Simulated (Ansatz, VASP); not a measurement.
Zr2GaTeSe: VASP beside Ansatz

```xyz
5
Lattice="4.4477 0.0000 0.0000 -2.2239 3.8519 0.0000 0.0000 0.0000 7.5744" Properties=species:S:1:pos:R:3 pbc="T T T"
Zr    0.0000    2.5679    1.8301
Zr    2.2239    1.2840    1.8301
Ga    0.0000    0.0000    3.0424
Te    0.0000    0.0000    6.3778
Se    0.0000    0.0000    0.7619
```

Alike in both runs: task single point; functional PBE; k mesh 6 × 6 × 2; occupations gaussian, width 0.1 eV; no spin polarisation.

|  | VASP | Ansatz |
| --- | --- | --- |
| version | VASP 6.6.1 | Ansatz 0.2.0 |
| potentials or method | VASP PAW PBE potentials, release 64 (Zr_sv, Ga_d, Te, Se), cutoff 520 eV | scalar-relativistic, plane waves, PAW |
| valence electrons in the cell | 49 | 69 |

|  | VASP | Ansatz | Ansatz less VASP |
| --- | --- | --- | --- |
| gap on the k mesh at the Fermi level (eV) | none | none | - |
| rms of the force components (eV/Å) | 7.123 | 6.910 | -0.2124 |

Atom by atom the forces differ by 0.216 eV/Å (rms over components). A gap of «none» marks a metal or a gap that the smearing closes. VASP's potentials hold 49 valence electrons a cell and Ansatz's 69, so a difference there can come from the potentials and not from the codes.

The k mesh is coarse, so the values compare programs but aren't converged. Spin-orbit coupling is off throughout.
